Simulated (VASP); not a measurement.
Crystal: Sr.

```
Sr
1.0
    -2.40221    2.40221    2.40221
     2.40221   -2.40221    2.40221
     2.40221    2.40221   -2.40221
Sr
1
Cartesian
  0.0000 0.0000 0.0000
```

Base run:

| Quantity | Value |
| --- | --- |
| Program | VASP 6.6.1 |
| Functional | PBEsol |
| Potentials or basis | VASP PAW PBE potentials, release 64 (Sr_sv) |
| Cutoff | 520 eV |
| k mesh | 10 × 10 × 10 |
| Occupations | fermi-dirac, width 0.05 eV |
| Spin | no spin polarisation |

Its results: band gap on the k mesh zero (band 5 reaches 1.70 eV, above the bottom of band 6 at 1.35 eV); pressure -0.9 GPa.

After a change of settings the same cell gave: band gap on the k mesh zero (band 5 reaches 1.58 eV, above the bottom of band 6 at 1.25 eV); pressure -1.6 GPa. Which change was it?
A. functional from PBEsol to PBE
B. functional from PBEsol to PBE; further incar settings from ALGO = Normal; EDIFF = 1e-08; NBANDS = 11 to ALGO = Normal; EDIFF = 1e-07; NBANDS = 11
C. functional from PBEsol to LDA; potentials or basis from VASP PAW PBE potentials, release 64 (Sr_sv) to VASP PAW LDA potentials, release 64 (Sr_sv)

C.

Caveats: the PAW data sets were made with another functional, which shifts forces and pressure a little (some runs).
